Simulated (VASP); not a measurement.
# CdS (F-43m) in VASP: vibrations by perturbation theory with PBEsol

Aim: the vibrations by perturbation theory of CdS with PBEsol.

Everything below comes from runs of VASP 6.6.1. Logs are shortened: lines on timing, memory, paths and dates and some standing lists are left out, and cuts for length are marked.

### Step 1. The cell of the first run

The structure is cubic, space group F-43m (No. 216). The conventional cell has a = 5.823 Å, b = 5.823 Å, c = 5.823 Å, α = 90.00°, β = 90.00°, γ = 90.00°. Within 3.3 Å of Cd (site symmetry -43m) lie 4 S at 2.52 Å. Within 3.3 Å of S (site symmetry -43m) lie 4 Cd at 2.52 Å.

### Step 2. Vibrations by perturbation theory, PBEsol

INCAR

```
ALGO     = Normal         # electronic algorithm
EDIFF    = 1E-8           # SCF threshold, eV
ENCUT    = 520            # plane-wave cutoff, eV
GGA      = PS             # functional
IBRION   = 8              # ionic algorithm
ISIF     = 2              # what is computed and relaxed
ISMEAR   = 0              # smearing method
LASPH    = True           # aspherical terms in the spheres
LCHARG   = False          # write CHGCAR
LEPSILON = True           # dielectric tensor by DFPT
LREAL    = False          # projectors in reciprocal space
LWAVE    = False          # write WAVECAR
NBANDS   = 16             # bands
NELM     = 80             # most SCF steps
NSW      = 1              # ionic steps
PREC     = Accurate       # precision mode
SIGMA    = 0.01           # smearing width, eV
```

KPOINTS

```
k-points
0
Gamma
  8 8 8
```

POSCAR

```
CdS
1.0
    0.0000000000      2.9116000000      2.9116000000
    2.9116000000      0.0000000000      2.9116000000
    2.9116000000      2.9116000000      0.0000000000
Cd S
1 1
Direct
    0.0000000000      0.0000000000      0.0000000000
    0.2500000000      0.2500000000      0.2500000000
```

Potentials or basis: VASP PAW PBE potentials, release 64 (Cd, S).

Command:

```console
$ cat potpaw_PBE.64/Cd/POTCAR potpaw_PBE.64/S/POTCAR > POTCAR
$ mpirun -np 1 vasp_std > vasp.out
```

OUTCAR:

```text
EDIFF = 1E-8
   ENCUT = 520
   GGA = PS
   IBRION = 8
   ISIF = 2
   ISMEAR = 0
   LASPH = True
   LEPSILON = True
   LREAL = False
   NELM = 80
   NSW = 1
   PREC = Accurate

 ion  position               nearest neighbor table
   1  0.000  0.000  0.000-   2 2.52   2 2.52   2 2.52   2 2.52
   2  0.250  0.250  0.250-   1 2.52   1 2.52   1 2.52   1 2.52

  LATTYP: Found a face centered cubic cell.
 ALAT       =     5.8232000000

  Lattice vectors:

 A1 = (   0.0000000000,   2.9116000000,   2.9116000000)
 A2 = (   2.9116000000,   0.0000000000,   2.9116000000)
 A3 = (   2.9116000000,   2.9116000000,   0.0000000000)

Analysis of symmetry for initial positions (statically):
=====================================================================
 Subroutine PRICEL returns:
 Original cell was already a primitive cell.

 Routine SETGRP: Setting up the symmetry group for a
 face centered cubic supercell.

 Subroutine GETGRP returns: Found 24 space group operations
 (whereof 24 operations were pure point group operations)
 out of a pool of 48 trial point group operations.

The static configuration has the point symmetry T_d .

Analysis of symmetry for dynamics (positions and initial velocities):
=====================================================================
 Subroutine PRICEL returns:
 Original cell was already a primitive cell.

 Routine SETGRP: Setting up the symmetry group for a
 face centered cubic supercell.

 Subroutine GETGRP returns: Found 24 space group operations
 (whereof 24 operations were pure point group operations)
 out of a pool of 48 trial point group operations.

The dynamic configuration has the point symmetry T_d .

 Subroutine INISYM returns: Found 24 space group operations
 (whereof 24 operations are pure point group operations),
 and found     1 'primitive' translations

----------------------------------------------------------------------------------------

                                     Primitive cell

  volume of cell :      49.3657

  direct lattice vectors                    reciprocal lattice vectors
     0.000000000  2.911600000  2.911600000    -0.171726886  0.171726886  0.171726886
     2.911600000  0.000000000  2.911600000     0.171726886 -0.171726886  0.171726886
     2.911600000  2.911600000  0.000000000     0.171726886  0.171726886 -0.171726886

  length of vectors
     4.117624208  4.117624208  4.117624208     0.297439691  0.297439691  0.297439691

  position of ions in fractional coordinates (direct lattice)
     0.000000000  0.000000000  0.000000000
     0.250000000  0.250000000  0.250000000

  ion indices of the primitive-cell ions
   primitive index   ion index
                 1           1
                 2           2

----------------------------------------------------------------------------------------

 KPOINTS: k-points

Automatic generation of k-mesh.
 Grid dimensions read from file:
 generate k-points for:    8    8    8

 Generating k-lattice:

  Cartesian coordinates                     Fractional coordinates (reciprocal lattice)
    -0.021465861  0.021465861  0.021465861     0.125000000  0.000000000  0.000000000
     0.021465861 -0.021465861  0.021465861     0.000000000  0.125000000  0.000000000
[... 604 lines left out ...]
  ---------------------------------------------------
  free energy    TOTEN  =        -0.86914259 eV

  energy without entropy =       -0.86914259

------------------------ aborting loop because EDIFF is reached ----------------------------------------

--------------------------------------- Ionic step        2  -------------------------------------------

------------------------ aborting loop because EDIFF is reached ----------------------------------------

--------------------------------------- Ionic step        3  -------------------------------------------

------------------------ aborting loop because EDIFF is reached ----------------------------------------

 PIEZOELECTRIC TENSOR FIELD DIRECTION 3  (e Angst)
 -----------------------------------------------------------------------------
    -0.00095 -1.97204  0.00000           ( -0.00000  0.03232  0.00000)
    -1.97204 -0.00095  0.00000           (  0.03232 -0.00000  0.00000)
     0.00000  0.00000 -0.00019           (  0.00000  0.00000 -0.00000)

 PIEZOELECTRIC TENSOR FIELD DIRECTION 3  (C/m^2)
 -----------------------------------------------------------------------------
    -0.00031 -0.64003  0.00000
    -0.64003 -0.00031  0.00000
     0.00000  0.00000 -0.00006

--------------------------------------- Ionic step        4  -------------------------------------------

------------------------ aborting loop because EDIFF is reached ----------------------------------------

[... ionic steps 5 to 6 ...]

--------------------------------------- Ionic step        7  -------------------------------------------

 Free energy of the ion-electron system (eV)
  ---------------------------------------------------
  ---------------------------------------------------
  free energy    TOTEN  =        -0.10697850 eV

  energy without entropy =       -0.10697850

------------------------ aborting loop because EDIFF is reached ----------------------------------------

 INTERNAL STRAIN TENSOR  FOR ION    2  DIRECTION 1   (eV/Angst):
 -----------------------------------------------------------------------------
     0.01130  0.00000  0.00000
     0.00000 -0.00217 -6.63991
     0.00000 -6.63991 -0.00217

 MACROSCOPIC STATIC DIELECTRIC TENSOR (including local field effects in DFT)
 ------------------------------------------------------
           6.981867     0.000000     0.000000
           0.000000     6.981867    -0.000000
          -0.000000    -0.000000     6.981867
 ------------------------------------------------------

 PIEZOELECTRIC TENSOR (including local field effects)  for field in x, y, z        (e  Angst)
          XX          YY          ZZ          XY          YZ          ZX
  --------------------------------------------------------------------------------
  x    -0.00000    -0.00000     0.00000     0.00000    -1.98722     0.00000
  y    -0.00000    -0.00000     0.00000     0.00000     0.00000    -1.98722
  z    -0.00000    -0.00000     0.00000    -1.98722     0.00000     0.00000

 PIEZOELECTRIC TENSOR (including local field effects)  for field in x, y, z        (C/m^2)
          XX          YY          ZZ          XY          YZ          ZX
  --------------------------------------------------------------------------------
  x    -0.00000    -0.00000     0.00000     0.00000    -0.64496     0.00000
  y    -0.00000    -0.00000     0.00000     0.00000     0.00000    -0.64496
  z    -0.00000    -0.00000     0.00000    -0.64496     0.00000     0.00000

 BORN EFFECTIVE CHARGES (including local field effects) (in |e|, cummulative output)
 ---------------------------------------------------------------------------------
 ion    1
    1     2.20591     0.00000    -0.00000
    2     0.00000     2.20591     0.00000
    3    -0.00000    -0.00000     2.20591
 ion    2
    1    -2.20591     0.00000     0.00000
    2     0.00000    -2.20591    -0.00000
    3     0.00000     0.00000    -2.20591

 INTERNAL STRAIN TENSOR FOR ION    2 for displacements in x,y,z  (eV/Angst):
          X           Y           Z          XY          YZ          ZX
  --------------------------------------------------------------------------------
  x     0.00000    -0.00000    -0.00000     0.00000    -6.63991     0.00000
  y     0.00000    -0.00000     0.00000     0.00000     0.00000    -6.63991
  z    -0.00000    -0.00000     0.00000    -6.63991     0.00000     0.00000

 SECOND DERIVATIVES (NOT SYMMETRIZED)
 ------------------------------------
               1X          1Y          1Z          2X          2Y          2Z
  1X    -5.146287    0.000000    0.000000    5.146287    0.000000    0.000000
  1Y     0.000000   -5.146287    0.000000    0.000000    5.146287    0.000000
  1Z     0.000000    0.000000   -5.146287    0.000000    0.000000    5.146287
  2X     5.120258    0.000000    0.000000   -5.120258    0.000000    0.000000
  2Y     0.000000    5.120258    0.000000    0.000000   -5.120258    0.000000
  2Z     0.000000    0.000000    5.120258    0.000000    0.000000   -5.120258

 Eigenvectors and eigenvalues of the dynamical matrix
 ----------------------------------------------------

   1 f  =    7.086215 THz    44.523999 2PiTHz  236.370673 cm-1    29.306215 meV
             X         Y         Z           dx          dy          dz
      0.000000  0.000000  0.000000     0.000000    0.472041    0.000000
      1.455800  1.455800  1.455800     0.000000   -0.881577    0.000000
[... 21 lines left out ...]
   6 f/i=    0.007476 THz     0.046975 2PiTHz    0.249383 cm-1     0.030919 meV
             X         Y         Z           dx          dy          dz
      0.000000  0.000000  0.000000     0.000000    0.000000    0.881577
      1.455800  1.455800  1.455800     0.000000    0.000000    0.472041

--------------------------------------------------------------------------------------------------------

 MACROSCOPIC STATIC DIELECTRIC TENSOR IONIC CONTRIBUTION
 ------------------------------------------------------
           3.474713     0.000000    -0.000000
           0.000000     3.474713    -0.000000
          -0.000000    -0.000000     3.474713
 ------------------------------------------------------

 ELASTIC MODULI CONTR FROM IONIC RELAXATION (kBar)
 Direction    XX          YY          ZZ          XY          YZ          ZX
 --------------------------------------------------------------------------------
 XX          -0.0000      0.0000      0.0000     -0.0000      0.0000      0.0000
 YY           0.0000     -0.0000      0.0000     -0.0000     -0.0000     -0.0000
 ZZ           0.0000      0.0000     -0.0000      0.0000     -0.0000      0.0000
 XY          -0.0000     -0.0000      0.0000   -282.9379      0.0000      0.0000
 YZ           0.0000     -0.0000     -0.0000      0.0000   -282.9379      0.0000
 ZX           0.0000     -0.0000      0.0000      0.0000      0.0000   -282.9379
 --------------------------------------------------------------------------------

 PIEZOELECTRIC TENSOR IONIC CONTR  for field in x, y, z        (C/m^2)
          XX          YY          ZZ          XY          YZ          ZX
  --------------------------------------------------------------------------------
  x    -0.00000     0.00000     0.00000    -0.00000     0.93299     0.00000
  y    -0.00000     0.00000    -0.00000    -0.00000     0.00000     0.93299
  z     0.00000     0.00000    -0.00000     0.93299    -0.00000    -0.00000
```

Wall time 3.3 min (1 thread of Intel Xeon 6975P-C (Granite Rapids), shared host); peak memory 0.33 GiB.

What came out:

- Electronic dielectric tensor (diagonal): 6.98
- Born charges (mean of the diagonal): Cd +2.21; S -2.21 e
- Highest phonon frequency at Γ, LO-TO splitting left out: 236 cm⁻¹

Phonon frequencies in cm⁻¹ (negative: imaginary):
| q point | frequencies |
| --- | --- |
| (0.000, 0.000, 0.000) | 0 0 0 236 236 236 |

Electronic dielectric tensor:
```
6.98 0.00 0.00
0.00 6.98 0.00
0.00 0.00 6.98
```

Born effective charge tensors (e):
atom 1, Cd
```
2.21 0.00 0.00
0.00 2.21 0.00
0.00 0.00 2.21
```
atom 2, S
```
-2.21  0.00  0.00
 0.00 -2.21  0.00
 0.00  0.00 -2.21
```
